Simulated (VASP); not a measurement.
# Y3LuO2 (P6/mmm) in VASP: relaxation of cell and atoms with PBE

Aim: the relaxation of cell and atoms of Y3LuO2 with PBE.

All numbers are computed with VASP 6.6.1; they aren't measurements. Logs are shortened: lines on timing, memory, paths and dates and some standing lists are left out, and cuts for length are marked.

## (1) The cell of the first run

It takes space group P6/mmm (No. 191, hexagonal). Conventional cell: a = 6.913 Å, b = 6.913 Å, c = 5.334 Å, α = 90.00°, β = 90.00°, γ = 120.00°. Within 4.5 Å of Y (site symmetry mmm) lie 2 Lu at 3.46 Å and 4 Y at 3.46 Å and 4 O at 3.99 Å. Lu (site symmetry 6/mmm) has 2 O at 1.99 Å within 2.6 Å. Within 1.8 Å of O (site symmetry 6mm) lie 1 O at 1.35 Å.

The cell was generated, and may not be a known phase.

## (2) Relaxation of cell and atoms, PBE

Input file INCAR:

```
SYSTEM = Y3LuO2
PREC = Accurate
ENCUT = 600
EDIFF = 1E-6
ISMEAR = 0
SIGMA = 0.1
LREAL = .FALSE.
LASPH = .TRUE.
NELM = 60
ALGO = Normal
ISIF = 3
LWAVE = .FALSE.
LCHARG = .FALSE.
GGA = PE
IBRION = 2
NSW = 100
EDIFFG = -0.01
```

Input file KPOINTS:

```
regular mesh
0
G
  6 6 8
  0 0 0
```

Input file POSCAR:

```
Y3LuO2
1.0
    6.9125087951      0.0000000000      0.0000000000
   -3.4562543976      5.9864082205      0.0000000000
    0.0000000000      0.0000000000      5.3340423936
Y Lu O
3 1 2
Direct
    0.5000000000      0.0000000000      0.5000000000
    0.0000000000      0.5000000000      0.5000000000
    0.5000000000      0.5000000000      0.5000000000
    0.0000000000      0.0000000000      0.5000000000
    0.0000000000      0.0000000000      0.1260837227
    0.0000000000      0.0000000000      0.8739162773
```

Potentials or basis: VASP PAW PBE potentials, release 64 (Y_sv, Lu, O).

Command:

```bash
$ cat potpaw_PBE.64/Y_sv/POTCAR potpaw_PBE.64/Lu/POTCAR potpaw_PBE.64/O/POTCAR > POTCAR
$ mpirun -np 1 vasp_std > vasp.out
```

OUTCAR:

```text
SYSTEM = Y3LuO2
   PREC = Accurate
   ENCUT = 600
   EDIFF = 1E-6
   ISMEAR = 0
   LREAL = .FALSE.
   LASPH = .TRUE.
   NELM = 60
   ISIF = 3
   GGA = PE
   IBRION = 2
   NSW = 100
   EDIFFG = -0.01

 ion  position               nearest neighbor table
   1  0.500  0.000  0.500-   4 3.46   4 3.46   2 3.46   2 3.46   3 3.46   3 3.46
   2  0.000  0.500  0.500-   3 3.46   3 3.46   1 3.46   1 3.46   4 3.46   4 3.46
   3  0.500  0.500  0.500-   2 3.46   2 3.46   4 3.46   4 3.46   1 3.46   1 3.46
   4  0.000  0.000  0.500-   5 1.99   6 1.99   1 3.46   1 3.46   3 3.46   3 3.46   2 3.46   2 3.46

   5  0.000  0.000  0.126-   6 1.35   4 1.99
   6  0.000  0.000  0.874-   5 1.35   4 1.99

  LATTYP: Found a hexagonal cell.
 ALAT       =     6.9125087951
 C/A-ratio  =     0.7716507207

  Lattice vectors:

 A1 = (   6.9125087951,   0.0000000000,   0.0000000000)
 A2 = (  -3.4562543976,   5.9864082205,   0.0000000000)
 A3 = (   0.0000000000,   0.0000000000,   5.3340423936)

Analysis of symmetry for initial positions (statically):
=====================================================================
 Subroutine PRICEL returns:
 Original cell was already a primitive cell.

 Routine SETGRP: Setting up the symmetry group for a
 hexagonal supercell.

 Subroutine GETGRP returns: Found 24 space group operations
 (whereof 24 operations were pure point group operations)
 out of a pool of 24 trial point group operations.

The static configuration has the point symmetry D_6h.

Analysis of symmetry for dynamics (positions and initial velocities):
=====================================================================
 Subroutine PRICEL returns:
 Original cell was already a primitive cell.

 Routine SETGRP: Setting up the symmetry group for a
 hexagonal supercell.

 Subroutine GETGRP returns: Found 24 space group operations
 (whereof 24 operations were pure point group operations)
 out of a pool of 24 trial point group operations.

The dynamic configuration has the point symmetry D_6h.

 Subroutine INISYM returns: Found 24 space group operations
 (whereof 24 operations are pure point group operations),
 and found     1 'primitive' translations

----------------------------------------------------------------------------------------

                                     Primitive cell

  volume of cell :     220.7285

  direct lattice vectors                    reciprocal lattice vectors
     6.912508795  0.000000000  0.000000000     0.144665277  0.083522537  0.000000000
[... 104 lines left out ...]
   PSTRESS=    0.0 pullay stress
   NELECT =      70.0000    total number of electrons
   NUPDOWN=      -1.0000    fix difference up-down
   EMIN   =  10.00;   EMAX   =-10.00  energy-range for DOS
   EFERMI =   0.00;   METHOD = LEGACY
   ISMEAR =     0;   SIGMA  =   0.10  broadening in eV -4-tet -1-fermi 0-gaus
   EFERMI_NEDOS =   21; number of points for ismear=-14 and -15
   IALGO  =     38    algorithm
   IMIX   =      4    mixing-type and parameters
     AMIX     =   0.40;   BMIX     =  1.00
     AMIX_MAG =   1.60;   BMIX_MAG =  1.00
  volume/ion in A,a.u.               =      36.79       248.26
  Fermi-wavevector in a.u.,A,eV,Ry     =   1.116404  2.109697 16.957726  1.246358
  Thomas-Fermi vector in A             =   2.253018
   LORBIT       =      0    0 simple, 1 ext, 2 COOP (PROOUT), +10 PAW based schemes
   GGA     = PE    functional components
   LHFCALC =     F    Hartree Fock is set to
   AEXX    =    0.0000 exact exchange contribution
   IVDW    =     0    specifies the selected vdW correction
   LEPSILON=     F    determine dielectric tensor
   LRPA    =     F    only Hartree local field effects (RPA)
 conjugate gradient relaxation of ions
 non-spin polarized calculation
 Gauss-broadening in eV      SIGMA  =   0.10
  energy-cutoff  :      600.00
  volume of cell :      220.73
 maximum number of plane-waves:      7410
 NGX is ok and might be reduce to    56
   NGX = 27   NGY = 27   NGZ = 21

--------------------------------------- Ionic step        1  -------------------------------------------

 number of electron      69.9999994 magnetization

 Free energy of the ion-electron system (eV)
  ---------------------------------------------------
  ext. energy  EPLUGINS =         0.00000000
  ---------------------------------------------------
  free energy    TOTEN  =       -32.54562234 eV

  energy without entropy =      -32.49523618  energy(sigma->0) =      -32.52042926

------------------------ aborting loop because EDIFF is reached ----------------------------------------

  FORCE on cell =-STRESS in cart. coord.  units (eV):
  Direction    XX          YY          ZZ          XY          YZ          ZX
  --------------------------------------------------------------------------------------
  -------------------------------------------------------------------------------------
  Total        0.0814216      0.0814216      1.0295525     -0.0000000     -0.0000000      0.0000000
  in kB        0.5910059      0.5910059      7.4730967     -0.0000000     -0.0000000      0.0000000
  external PRESSURE =       2.8850362 kB  Pullay stress =       0.0000000 kB
[... 147 lines left out ...]
--------------------------------------- Ionic step        5  -------------------------------------------

 number of electron      69.9999991 magnetization

 Free energy of the ion-electron system (eV)
  ---------------------------------------------------
  ext. energy  EPLUGINS =         0.00000000
  ---------------------------------------------------
  free energy    TOTEN  =       -32.54821517 eV

  energy without entropy =      -32.49719136  energy(sigma->0) =      -32.52270327

 E-fermi :   1.0050     XC(G=0):  -7.7273

 val. band max:        1.0041676412   @ k =   0.3333   0.0000   0.1250
 cond. band min:       1.0181309171   @ k =   0.5000   0.0000   0.2500
 fundamental gap:      0.0139632758
 Fermi energy:         1.0049784892

 k-point     1 :       0.0000    0.0000    0.0000
  band No.  band energies     occupation
      1     -54.9102      2.00000
      2     -42.6322      2.00000
      3     -42.5843      2.00000
      4     -42.5843      2.00000
      5     -26.0429      2.00000
      6     -25.6852      2.00000
[... 1069 lines left out ...]
     41       2.2144      0.00000
     42       2.2732      0.00000

 [... further k-points ...]

------------------------ aborting loop because EDIFF is reached ----------------------------------------

  FORCE on cell =-STRESS in cart. coord.  units (eV):
  Direction    XX          YY          ZZ          XY          YZ          ZX
  --------------------------------------------------------------------------------------
  -------------------------------------------------------------------------------------
  Total        0.0294682      0.0294682     -0.0114945     -0.0000000      0.0000000      0.0000000
  in kB        0.2126719      0.2126719     -0.0829555     -0.0000000      0.0000000      0.0000000
  external PRESSURE =       0.1141294 kB  Pullay stress =       0.0000000 kB
[... 21 lines left out ...]
  FREE ENERGIE OF THE ION-ELECTRON SYSTEM (eV)
  ---------------------------------------------------
  free  energy   TOTEN  =       -32.5482151722 eV

  energy  without entropy=      -32.4971913642  energy(sigma->0) =      -32.52270327

 reached required accuracy - stopping structural energy minimisation
```

OSZICAR:

```text
N       E                     dE             d eps       ncg     rms          rms(c)
DAV:   1     0.644047902617E+03    0.64405E+03   -0.33133E+04  4142   0.362E+03
DAV:   2     0.653645863982E+02   -0.57868E+03   -0.56287E+03  3796   0.707E+02
DAV:   3    -0.243637829006E+02   -0.89728E+02   -0.87631E+02  4186   0.157E+02
[... 53 lines left out ...]
DAV:   4    -0.325479108491E+02   -0.32888E-03   -0.17839E-03  4634   0.450E-01    0.811E-02
DAV:   5    -0.325481530955E+02   -0.24225E-03   -0.10355E-03  5226   0.142E-01    0.530E-02
DAV:   6    -0.325481948531E+02   -0.41758E-04   -0.13827E-04  4276   0.527E-02    0.293E-02
DAV:   7    -0.325482113979E+02   -0.16545E-04   -0.31242E-05  4586   0.543E-02    0.992E-03
DAV:   8    -0.325482154818E+02   -0.40839E-05   -0.68994E-06  4208   0.247E-02    0.344E-03
DAV:   9    -0.325482151722E+02    0.30965E-06   -0.75263E-07  1870   0.778E-03
   5 F= -.32548215E+02 E0= -.32522703E+02  d E =-.444923E-03
```

CONTCAR:

```text
Y3LuO2
   1.00000000000000
     6.9161605573936944   -0.0000000000000305   -0.0000000000000000
    -3.4580802787468996    5.9895707394150319    0.0000000000000000
     0.0000000000000000   -0.0000000000000000    5.3591172717537976
  Y               Lu              O
     3     1     2
Direct
     0.5000000000000000    0.0000000000000000    0.5000000000000000
     0.0000000000000000    0.5000000000000000    0.5000000000000000
     0.5000000000000000    0.5000000000000000    0.5000000000000000
     0.0000000000000000    0.0000000000000000    0.5000000000000000
     0.0000000000000000    0.0000000000000000    0.1262769401540884
     0.0000000000000000    0.0000000000000000    0.8737230598459117

  0.00000000E+00  0.00000000E+00  0.00000000E+00
  0.00000000E+00  0.00000000E+00  0.00000000E+00
  0.00000000E+00  0.00000000E+00  0.00000000E+00
  0.00000000E+00  0.00000000E+00  0.00000000E+00
  0.00000000E+00  0.00000000E+00  0.00000000E+00
  0.00000000E+00  0.00000000E+00  0.00000000E+00
```

It took 20 min on 1 thread of Intel Xeon 6975P-C (Granite Rapids), shared host; peak memory 0.68 GiB.

What came out:

```yaml
Free_energy: -32.5482 eV
Relaxed_volume: 37.00 Å³/atom
Relaxed_cell: a = 6.916 Å, b = 6.916 Å, c = 5.359 Å, α = 90.00°, β = 90.00°, γ = 120.00°
Space_group_after_relaxing_to_0.1_Å: P6/mmm (No. 191)
Energy_gained_by_relaxing: 0.4 meV/atom
Ionic_steps: 5
Pressure_after_relaxing: 0.0 GPa
Band_gap_on_the_k_mesh: zero (bands 35 and 36 overlap by 0.40 eV)
```

Step by step:
```csv
step,energy change (eV),largest force (eV/Å),pressure (GPa),volume (Å³)
1,0.0000,0.1519,0.29,220.73
2,0.0024,0.5229,-0.20,222.85
3,-0.0021,0.1371,0.09,221.57
4,-0.0018,0.1803,-0.08,222.57
5,-0.0026,0.0011,0.01,222.00
```

Final structure:
```yaml
crystal:
  lattice:
    - [6.91616, 0.00000, 0.00000]
    - [-3.45808, 5.98957, 0.00000]
    - [0.00000, 0.00000, 5.35912]
  atoms:
    - { symbol: Y, position: [0.50000, 0.00000, 0.50000] }
    - { symbol: Y, position: [0.00000, 0.50000, 0.50000] }
    - { symbol: Y, position: [0.50000, 0.50000, 0.50000] }
    - { symbol: Lu, position: [0.00000, 0.00000, 0.50000] }
    - { symbol: O, position: [0.00000, 0.00000, 0.12628] }
    - { symbol: O, position: [0.00000, 0.00000, 0.87372] }
```

Levels at points of the mesh, in eV from the Fermi level:
| k point | band 32 | band 33 | band 34 | band 35 | band 36 | band 37 | band 38 | band 39 |
| --- | --- | --- | --- | --- | --- | --- | --- | --- |
| (0.00, 0.00, 0.00) | -1.57 | -1.37 | -1.37 | -0.18 | -0.09 | 1.04 | 1.04 | 1.14 |
| (0.50, 0.00, 0.00) | -2.30 | -0.45 | -0.18 | -0.14 | 0.13 | 0.28 | 0.36 | 0.73 |
| (0.00, 0.00, 0.50) | -1.48 | -1.28 | -1.28 | -0.58 | -0.18 | 0.40 | 0.40 | 1.43 |
| (0.50, 0.00, 0.50) | -1.18 | -0.33 | -0.07 | 0.00 | 0.07 | 0.21 | 0.28 | 0.38 |

Caveat: spin-orbit coupling is left out, which moves the levels of the heavy elements.
